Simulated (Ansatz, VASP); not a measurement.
**ZrSi2: VASP beside Ansatz**

```
Zr Si
1.0
     3.71106    0.00000    0.00000
     1.85553   -7.28745    0.00000
     0.00000    0.00000   -3.66118
Zr Si
2 4
Direct
  0.10600 0.78800 0.75000
  0.89400 0.21200 0.25000
  0.75000 0.50000 0.75000
  0.25000 0.50000 0.25000
  0.35500 0.29000 0.75000
  0.64500 0.71000 0.25000
```

Alike in both runs: task single point; functional r2SCAN; k mesh 8 × 8 × 8; occupations fermi-dirac, width 0.017 eV; no spin polarisation.

|  | VASP | Ansatz |
| --- | --- | --- |
| version | VASP 6.6.1 | Ansatz 0.2.0 |
| potentials or method | VASP PAW PBE potentials, release 64 (Zr_sv, Si), cutoff 520 eV | PAW plane waves |
| valence electrons in the cell | 40 | 40 |

|  | VASP | Ansatz | Ansatz less VASP |
| --- | --- | --- | --- |
| pressure (GPa) | 11.2 | 11.2 | 0.00 |
| traceless stress, the component that is largest in VASP (GPa) | -5.66 | -5.66 | -0.003 |
| rms of the force components (eV/Å) | 0.897 | 0.900 | +0.0030 |

VASP's potentials were made for PBE, not for r2SCAN. Atom by atom the forces differ by 0.004 eV/Å (rms over components). With one functional, cell and mesh, what is left measures potentials, basis and numerics.
